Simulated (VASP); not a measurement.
A run of VASP 6.6.1:

File INCAR:

```
ALGO = Fast ; EDIFF = 1E-7
ENCUT = 520 ; GGA = PS
GGA_COMPAT = False ; ISIF = 2
ISMEAR = 0 ; IVDW = 12
LASPH = True ; LCHARG = True
LORBIT = 11 ; LORBMOM = True
LREAL = False ; LSORBIT = True
LVHAR = True ; LWAVE = False
MAGMOM = 0 0 0 ; NBANDS = 21
NELM = 150 ; PREC = Accurate
SIGMA = 0.01
```

Contents of KPOINTS:

```
k-points
0
Gamma
  7 7 7
```

File POSCAR:

```
Ba
1.0
    3.5877336535      0.0000000000      0.0000000000
    0.0000000000      3.5877336535      0.0000000000
    0.0000000000      0.0000000000      3.5877336535
Ba
1
Direct
    0.0000000000      0.0000000000      0.0000000000
```

Potentials or basis: VASP PAW PBE potentials, release 64 (Ba_sv).

Command:

```console
$ cat potpaw_PBE.64/Ba_sv/POTCAR > POTCAR
$ mpirun -np 1 vasp_ncl > vasp.out
```

Hardware: 1 thread of Intel(R) Xeon(R) Platinum 8488C (Sapphire Rapids), on a shared host.

**Question.** Estimate the wall time of this run.

**Answer.** Wall time 35 s on 1 thread of Intel(R) Xeon(R) Platinum 8488C (Sapphire Rapids) (shared host), peak memory 0.25 GiB. Counts: scf iterations 15, k points 20.
